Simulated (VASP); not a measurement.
# Ir (P6_3/mmc) in VASP: a series of runs

Runs on Ir. Level: LDA. Tasks: single point.

All numbers are computed with VASP 6.6.1; they aren't measurements. Logs are shortened: lines on timing, memory, paths and dates and some standing lists are left out, and cuts for length are marked.

## Step 1: The cell of the first run

Symmetry: P6_3/mmc, No. 194, hexagonal system. Conventional cell: a = 2.648 Å, b = 2.648 Å, c = 4.296 Å, α = 90.00°, β = 90.00°, γ = 120.00°. Ir (site symmetry -6m2) has 12 Ir at 2.64 to 2.65 Å within 3.5 Å.

## Step 2: Single point, LDA

Contents of INCAR:

```
SYSTEM = Ir
  PREC = Accurate
  ENCUT = 520
  EDIFF = 1E-7
  ISMEAR = 1
  SIGMA = 0.1
  LREAL = .FALSE.
  LASPH = .TRUE.
  NELM = 60
  ALGO = Normal
  ISIF = 2
  LWAVE = .FALSE.
  LCHARG = .FALSE.
  NBANDS = 16
```

Contents of KPOINTS:

```
Automatic mesh
0
G
  9 9 5
  0 0 0
```

Contents of POSCAR:

```
Ir
1.0
    2.6476221191      0.0000000000      0.0000000000
   -1.3238110596      2.2929080148      0.0000000000
    0.0000000000      0.0000000000      4.2964580169
Ir
2
Direct
    0.3333333333      0.6666666667      0.2500000000
    0.6666666667      0.3333333333      0.7500000000
```

Potentials or basis: VASP PAW LDA potentials, release 64 (Ir).

Started as:

```
> cat potpaw_LDA.64/Ir/POTCAR > POTCAR
> mpirun -np 1 vasp_std > vasp.out
```

OUTCAR:

```text
SYSTEM = Ir
   PREC = Accurate
   ENCUT = 520
   EDIFF = 1E-7
   ISMEAR = 1
   LREAL = .FALSE.
   LASPH = .TRUE.
   NELM = 60
   ISIF = 2

 ion  position               nearest neighbor table
   1  0.333  0.667  0.250-   2 2.64   2 2.64   2 2.64   2 2.64   2 2.64   2 2.64
   2  0.667  0.333  0.750-   1 2.64   1 2.64   1 2.64   1 2.64   1 2.64   1 2.64

  LATTYP: Found a hexagonal cell.
 ALAT       =     2.6476221191
 C/A-ratio  =     1.6227610375

  Lattice vectors:

 A1 = (   2.6476221191,   0.0000000000,   0.0000000000)
 A2 = (  -1.3238110596,   2.2929080148,   0.0000000000)
 A3 = (   0.0000000000,   0.0000000000,   4.2964580169)

Analysis of symmetry for initial positions (statically):
=====================================================================
 Subroutine PRICEL returns:
 Original cell was already a primitive cell.

 Routine SETGRP: Setting up the symmetry group for a
 hexagonal supercell.

 Subroutine GETGRP returns: Found 24 space group operations
 (whereof 12 operations were pure point group operations)
 out of a pool of 24 trial point group operations.

The static configuration has the point symmetry D_3d.
 The point group associated with its full space group is D_6h.

Analysis of symmetry for dynamics (positions and initial velocities):
=====================================================================
 Subroutine PRICEL returns:
 Original cell was already a primitive cell.

 Routine SETGRP: Setting up the symmetry group for a
 hexagonal supercell.

 Subroutine GETGRP returns: Found 24 space group operations
 (whereof 12 operations were pure point group operations)
 out of a pool of 24 trial point group operations.

The dynamic configuration has the point symmetry D_3d.
 The point group associated with its full space group is D_6h.

 Subroutine INISYM returns: Found 24 space group operations
 (whereof 12 operations are pure point group operations),
 and found     1 'primitive' translations

----------------------------------------------------------------------------------------

                                     Primitive cell

  volume of cell :      26.0827

  direct lattice vectors                    reciprocal lattice vectors
     2.647622119  0.000000000  0.000000000     0.377697404  0.218063698  0.000000000
    -1.323811060  2.292908015  0.000000000     0.000000000  0.436127395  0.000000000
     0.000000000  0.000000000  4.296458017     0.000000000  0.000000000  0.232749860

  length of vectors
     2.647622119  2.647622119  4.296458017     0.436127395  0.436127395  0.232749860

  position of ions in fractional coordinates (direct lattice)
     0.333333333  0.666666667  0.250000000
     0.666666667  0.333333333  0.750000000

  ion indices of the primitive-cell ions
   primitive index   ion index
                 1           1
                 2           2

----------------------------------------------------------------------------------------

 KPOINTS: Automatic mesh

Automatic generation of k-mesh.
 Grid dimensions read from file:
 generate k-points for:    9    9    5

 Generating k-lattice:

  Cartesian coordinates                     Fractional coordinates (reciprocal lattice)
     0.041966378  0.024229300  0.000000000     0.111111111  0.000000000  0.000000000
     0.000000000  0.048458599  0.000000000     0.000000000  0.111111111  0.000000000
     0.000000000  0.000000000  0.046549972     0.000000000  0.000000000  0.200000000

  Length of vectors
     0.048458599  0.048458599  0.046549972

  Shift w.r.t. Gamma in fractional coordinates (k-lattice)
     0.000000000  0.000000000  0.000000000

 Subroutine IBZKPT returns following result:
 ===========================================

 Found     36 irreducible k-points:

 Following reciprocal coordinates:
            Coordinates               Weight
  0.000000  0.000000  0.000000      1.000000
  0.111111  0.000000  0.000000      6.000000
  0.222222  0.000000  0.000000      6.000000
  0.333333  0.000000  0.000000      6.000000
  0.444444  0.000000  0.000000      6.000000
  0.111111  0.111111  0.000000      6.000000
[... 16 lines left out ...]
  0.333333  0.222222  0.200000     24.000000
  0.333333  0.333333  0.200000      4.000000
 [... further k-points ...]
   k-points           NKPTS =     36   k-points in BZ     NKDIM =     36   number of bands    NBANDS=     16
   number of dos      NEDOS =    301   number of ions     NIONS =      2
   total plane-waves  NPLWV =  12800
   dimension x,y,z NGX =    20 NGY =   20 NGZ =   32
   dimension x,y,z NGXF=    40 NGYF=   40 NGZF=   64
   ions per type =               2
   NGX,Y,Z   is equivalent  to a cutoff of  12.56, 12.56, 12.38 a.u.
   NGXF,Y,Z  is equivalent  to a cutoff of  25.12, 25.12, 24.76 a.u.
 SYSTEM =  Ir
   PREC   = accura    normal or accurate (medium, high low for compatibility)
   ISTART =      0    job   : 0-new  1-cont  2-samecut
   ICHARG =      2    charge: 1-file 2-atom 10-const
   ISPIN  =      1    spin polarized calculation?
   LNONCOLLINEAR =      F non collinear calculations
   LSORBIT =      F    spin-orbit coupling
   LASPH  =      T    aspherical Exc in radial PAW
   ENCUT  =  520.0 eV  38.22 Ry    6.18 a.u.   4.92  4.92  7.99*2*pi/ulx,y,z
   NELM   =     60;   NELMIN=  2; NELMDL= -5     # of ELM steps
   EDIFF  = 0.1E-06   stopping-criterion for ELM
   LREAL  =      F    real-space projection
   EDIFFG = 0.1E-05   stopping-criterion for IOM
   NSW    =      0    number of steps for IOM
   IBRION =     -1    ionic relax: 0-MD 1-quasi-New 2-CG
   NFREE  =      0    steps in history (QN), initial steepest desc. (CG)
   ISIF   =      2    stress and relaxation
   ISYM   =      2    0-nonsym 1-usesym 2-fastsym
   POTIM  = 0.5000    time-step for ionic-motion
   TEBEG  =    0.0;   TEEND  =   0.0 temperature during run
   PSTRESS=    0.0 pullay stress
   NELECT =      18.0000    total number of electrons
   NUPDOWN=      -1.0000    fix difference up-down
   EMIN   =  10.00;   EMAX   =-10.00  energy-range for DOS
   EFERMI =   0.00;   METHOD = LEGACY
   ISMEAR =     1;   SIGMA  =   0.10  broadening in eV -4-tet -1-fermi 0-gaus
   EFERMI_NEDOS =   21; number of points for ismear=-14 and -15
   IALGO  =     38    algorithm
   IMIX   =      4    mixing-type and parameters
     AMIX     =   0.40;   BMIX     =  1.00
     AMIX_MAG =   1.60;   BMIX_MAG =  1.00
  volume/ion in A,a.u.               =      13.04        88.01
  Fermi-wavevector in a.u.,A,eV,Ry     =   1.446709  2.733884 28.476554  2.092968
  Thomas-Fermi vector in A             =   2.564747
   LORBIT       =      0    0 simple, 1 ext, 2 COOP (PROOUT), +10 PAW based schemes
   GGA     = CA    functional components
   LHFCALC =     F    Hartree Fock is set to
   AEXX    =    0.0000 exact exchange contribution
   IVDW    =     0    specifies the selected vdW correction
   LEPSILON=     F    determine dielectric tensor
   LRPA    =     F    only Hartree local field effects (RPA)
 non-spin polarized calculation
 Methfessel and Paxton  Order N= 1 SIGMA  =   0.10
  energy-cutoff  :      520.00
  volume of cell :       26.08
 maximum number of plane-waves:       723
 NGX is ok and might be reduce to    20
   NGX =  9   NGY =  9   NGZ = 15

 number of electron      17.9999999 magnetization

 Free energy of the ion-electron system (eV)
  ---------------------------------------------------
  ext. energy  EPLUGINS =         0.00000000
  ---------------------------------------------------
  free energy    TOTEN  =       -20.30387359 eV

  energy without entropy =      -20.30413325  energy(sigma->0) =      -20.30396014

 E-fermi :  11.8643     XC(G=0): -14.6132

 val. band max:       11.8254156403   @ k =   0.0000   0.0000   0.4000
 cond. band min:      11.8752821309   @ k =   0.3333   0.3333   0.0000
 fundamental gap:      0.0498664906
 Fermi energy:        11.8643209213

 k-point     1 :       0.0000    0.0000    0.0000
  band No.  band energies     occupation
      1      -0.1949      2.00000
      2       2.8060      2.00000
      3       7.4036      2.00000
      4       7.5504      2.00000
      5       7.5504      2.00000
      6       8.3107      2.00000
[... 8 lines left out ...]
     15      28.2836      0.00000
     16      29.6015      0.00000

 k-point     2 :       0.1111    0.0000    0.0000
  band No.  band energies     occupation
      1       0.3254      2.00000
      2       3.2619      2.00000
      3       6.7858      2.00000
      4       7.9393      2.00000
      5       8.0070      2.00000
      6       8.1758      2.00000
[... 8 lines left out ...]
     15      28.9447      0.00000
     16      30.4508      0.00000

 k-point     3 :       0.2222    0.0000    0.0000
  band No.  band energies     occupation
      1       1.6738      2.00000
      2       4.0793      2.00000
      3       6.2854      2.00000
      4       6.4700      2.00000
      5       7.4518      2.00000
      6       8.2088      2.00000
[... 8 lines left out ...]
     15      28.4986      0.00000
     16      29.6079      0.00000

 k-point     4 :       0.3333    0.0000    0.0000
  band No.  band energies     occupation
      1       3.0473      2.00000
      2       3.8869      2.00000
      3       4.9752      2.00000
      4       6.8555      2.00000
      5       7.5979      2.00000
      6       7.7997      2.00000
[... 8 lines left out ...]
     15      26.4798      0.00000
     16      26.6748      0.00000
[... 324 lines left out ...]
 k-point    22 :       0.2222    0.2222    0.2000
  band No.  band energies     occupation
      1       4.1158      2.00000
      2       4.4957      2.00000
      3       5.4051      2.00000
      4       5.7336      2.00000
      5       7.2806      2.00000
      6       7.7072      2.00000
[... 8 lines left out ...]
     15      25.0871      0.00000
     16      27.7923      0.00000

 k-point    23 :       0.3333    0.2222    0.2000
  band No.  band energies     occupation
      1       4.0195      2.00000
      2       4.9609      2.00000
      3       5.2277      2.00000
      4       5.8462      2.00000
      5       6.9712      2.00000
      6       7.9133      2.00000
[... 8 lines left out ...]
     15      24.5145      0.00000
     16      27.1636      0.00000

 k-point    24 :       0.3333    0.3333    0.2000
  band No.  band energies     occupation
      1       4.4592      2.00000
      2       5.1589      2.00000
      3       5.1589      2.00000
      4       6.1881      2.00000
      5       7.1752      2.00000
      6       7.1752      2.00000
[... 8 lines left out ...]
     15      24.1977      0.00000
     16      24.9758      0.00000

 [... further k-points ...]

------------------------ aborting loop because EDIFF is reached ----------------------------------------

  FORCE on cell =-STRESS in cart. coord.  units (eV):
  Direction    XX          YY          ZZ          XY          YZ          ZX
  --------------------------------------------------------------------------------------
  -------------------------------------------------------------------------------------
  Total        5.4584936      5.4584936      5.4352335     -0.0000000      0.0000000      0.0000000
  in kB      335.2973965    335.2973965    333.8686071     -0.0000000      0.0000000      0.0000000
  external PRESSURE =     334.8211334 kB  Pullay stress =       0.0000000 kB

 VOLUME and BASIS-vectors are now :
 -----------------------------------------------------------------------------
  energy-cutoff  :      520.00
  volume of cell :       26.08
      direct lattice vectors                 reciprocal lattice vectors
     2.647622119  0.000000000  0.000000000     0.377697404  0.218063698  0.000000000
    -1.323811060  2.292908015  0.000000000     0.000000000  0.436127395  0.000000000
     0.000000000  0.000000000  4.296458017     0.000000000  0.000000000  0.232749860

 POSITION                                       TOTAL-FORCE (eV/Angst)
 -----------------------------------------------------------------------------------
     -0.00000      1.52861      1.07411        -0.000000      0.000000      0.000000
      1.32381      0.76430      3.22234         0.000000      0.000000      0.000000
 -----------------------------------------------------------------------------------
    total drift:                                0.000000     -0.000000     -0.000000

  FREE ENERGIE OF THE ION-ELECTRON SYSTEM (eV)
  ---------------------------------------------------
  free  energy   TOTEN  =       -20.3038735919 eV

  energy  without entropy=      -20.3041332504  energy(sigma->0) =      -20.30396014
```

Run time: 7.4 s. Hardware: 1 thread of Intel Xeon Platinum 8488C (Sapphire Rapids), shared host; peak memory 0.13 GiB.

What came out:

```
Free energy            : -20.3039 eV
Pressure               : 33.5 GPa
Band gap on the k mesh : zero (band 9 reaches 13.04 eV, above the bottom of band 10 at 9.49 eV)
```

Stress tensor (GPa, compression positive):
```
33.53  0.00  0.00
 0.00 33.53  0.00
 0.00  0.00 33.39
```

Levels at points of the mesh, in eV from the Fermi level:
```csv
k point,band 7,band 8,band 9,band 10,band 11,band 12
"(0.00, 0.00, 0.00)",-3.55,-2.65,-2.65,-0.92,0.38,0.38
```

Caveat: spin-orbit coupling is left out, which moves the levels of the heavy elements.

## Step 3: Single point, LDA

This run uses another cell than the first one, of 12.71 Å³/atom, 0.974 times its volume.

Contents of INCAR:

```
SYSTEM = Ir
ALGO = Normal
EDIFF = 1E-6
ENCUT = 520
ISIF = 2
ISMEAR = 1
LASPH = .True.
LCHARG = .False.
LREAL = .False.
LWAVE = .False.
NBANDS = 16
NELM = 60
PREC = Accurate
SIGMA = 0.1
```

Contents of KPOINTS:

```
k-points
0
Gamma
  9 9 5
  0 0 0
```

Contents of POSCAR:

```
Ir
1.0
    2.6245689120      0.0000000000      0.0000000000
   -1.3122844560      2.2729433517      0.0000000000
    0.0000000000      0.0000000000      4.2605272727
Ir
2
Direct
    0.3333333333      0.6666666667      0.2500000000
    0.6666666667      0.3333333333      0.7500000000
```

Potentials or basis: VASP PAW LDA potentials, release 64 (Ir).

Started as:

```
> cat potpaw_LDA.64/Ir/POTCAR > POTCAR
> mpirun -np 1 vasp_std > vasp.out
```

OUTCAR:

```text
SYSTEM = Ir
   EDIFF = 1E-6
   ENCUT = 520
   ISIF = 2
   ISMEAR = 1
   LASPH = .True.
   LREAL = .False.
   NELM = 60
   PREC = Accurate

 ion  position               nearest neighbor table
   1  0.333  0.667  0.250-   2 2.61   2 2.61   2 2.61   2 2.61   2 2.61   2 2.61
   2  0.667  0.333  0.750-   1 2.61   1 2.61   1 2.61   1 2.61   1 2.61   1 2.61

  LATTYP: Found a hexagonal cell.
 ALAT       =     2.6245689120
 C/A-ratio  =     1.6233245975

  Lattice vectors:

 A1 = (   2.6245689120,   0.0000000000,   0.0000000000)
 A2 = (  -1.3122844560,   2.2729433517,   0.0000000000)
 A3 = (   0.0000000000,   0.0000000000,   4.2605272727)

Analysis of symmetry for initial positions (statically):
=====================================================================
 Subroutine PRICEL returns:
 Original cell was already a primitive cell.

 Routine SETGRP: Setting up the symmetry group for a
 hexagonal supercell.

 Subroutine GETGRP returns: Found 24 space group operations
 (whereof 12 operations were pure point group operations)
 out of a pool of 24 trial point group operations.

The static configuration has the point symmetry D_3d.
[... 165 lines left out ...]

 val. band max:       12.3347544708   @ k =   0.0000   0.0000   0.4000
 cond. band min:      12.3796329349   @ k =   0.3333   0.3333   0.0000
 fundamental gap:      0.0448784642
 Fermi energy:        12.3692112340

 k-point     1 :       0.0000    0.0000    0.0000
  band No.  band energies     occupation
      1       0.0134      2.00000
      2       3.0009      2.00000
      3       7.7246      2.00000
      4       7.8763      2.00000
      5       7.8763      2.00000
      6       8.6697      2.00000
[... 433 lines left out ...]
      3       5.4245      2.00000
      4       6.4824      2.00000
      5       7.5044      2.00000
      6       7.5044      2.00000
[... 8 lines left out ...]
     15      25.0265      0.00000
     16      25.7810      0.00000

 [... further k-points ...]

------------------------ aborting loop because EDIFF is reached ----------------------------------------

  FORCE on cell =-STRESS in cart. coord.  units (eV):
  Direction    XX          YY          ZZ          XY          YZ          ZX
  --------------------------------------------------------------------------------------
  -------------------------------------------------------------------------------------
  Total        7.7729472      7.7729472      7.7493799     -0.0000000      0.0000000      0.0000000
  in kB      489.9890314    489.9890314    488.5034015     -0.0000000      0.0000000      0.0000000
  external PRESSURE =     489.4938214 kB  Pullay stress =       0.0000000 kB

 VOLUME and BASIS-vectors are now :
 -----------------------------------------------------------------------------
  energy-cutoff  :      520.00
  volume of cell :       25.42
      direct lattice vectors                 reciprocal lattice vectors
     2.624568912  0.000000000  0.000000000     0.381014953  0.219979086  0.000000000
    -1.312284456  2.272943352  0.000000000     0.000000000  0.439958171  0.000000000
     0.000000000  0.000000000  4.260527273     0.000000000  0.000000000  0.234712733

 POSITION                                       TOTAL-FORCE (eV/Angst)
 -----------------------------------------------------------------------------------
     -0.00000      1.51530      1.06513         0.000000     -0.000000      0.000000
      1.31228      0.75765      3.19540        -0.000000      0.000000      0.000000
 -----------------------------------------------------------------------------------
    total drift:                                0.000000     -0.000000     -0.000000

  FREE ENERGIE OF THE ION-ELECTRON SYSTEM (eV)
  ---------------------------------------------------
  free  energy   TOTEN  =       -20.1327633481 eV

  energy  without entropy=      -20.1329133762  energy(sigma->0) =      -20.13281336
```

OSZICAR:

```text
N       E                     dE             d eps       ncg     rms          rms(c)
DAV:   1     0.149137674614E+03    0.14914E+03   -0.85005E+03  1152   0.117E+03
DAV:   2    -0.175854152789E+02   -0.16672E+03   -0.15094E+03  1160   0.322E+02
DAV:   3    -0.211961380262E+02   -0.36107E+01   -0.35727E+01  1592   0.577E+01
DAV:   4    -0.212392049352E+02   -0.43067E-01   -0.43059E-01  1336   0.515E+00
DAV:   5    -0.212405047351E+02   -0.12998E-02   -0.12998E-02  1608   0.937E-01    0.305E+01
DAV:   6    -0.203683044075E+02    0.87220E+00   -0.83848E-01  1528   0.124E+01    0.135E+01
DAV:   7    -0.201474810649E+02    0.22082E+00   -0.34255E-01  1568   0.744E+00    0.200E+00
DAV:   8    -0.201330585059E+02    0.14423E-01   -0.11426E-02  1400   0.124E+00    0.232E-01
DAV:   9    -0.201327812228E+02    0.27728E-03   -0.10349E-03  1624   0.433E-01    0.880E-02
DAV:  10    -0.201327653523E+02    0.15870E-04   -0.30009E-05  1504   0.540E-02    0.323E-02
DAV:  11    -0.201327633650E+02    0.19873E-05   -0.14724E-06  1336   0.133E-02    0.133E-03
DAV:  12    -0.201327633481E+02    0.16901E-07   -0.20095E-07   872   0.413E-03
   1 F= -.20132763E+02 E0= -.20132813E+02  d E =0.150028E-03
```

Wall time 7.6 s (1 thread of Intel Xeon Platinum 8488C (Sapphire Rapids), shared host); peak memory 0.13 GiB.

What came out:

```
Free energy            : -20.1328 eV
Pressure               : 48.9 GPa
Band gap on the k mesh : zero (band 9 reaches 13.61 eV, above the bottom of band 10 at 9.90 eV)
```

Stress tensor (GPa, compression positive):
```
49.00  0.00  0.00
 0.00 49.00  0.00
 0.00  0.00 48.85
```

Caveat: spin-orbit coupling is left out, which moves the levels of the heavy elements.
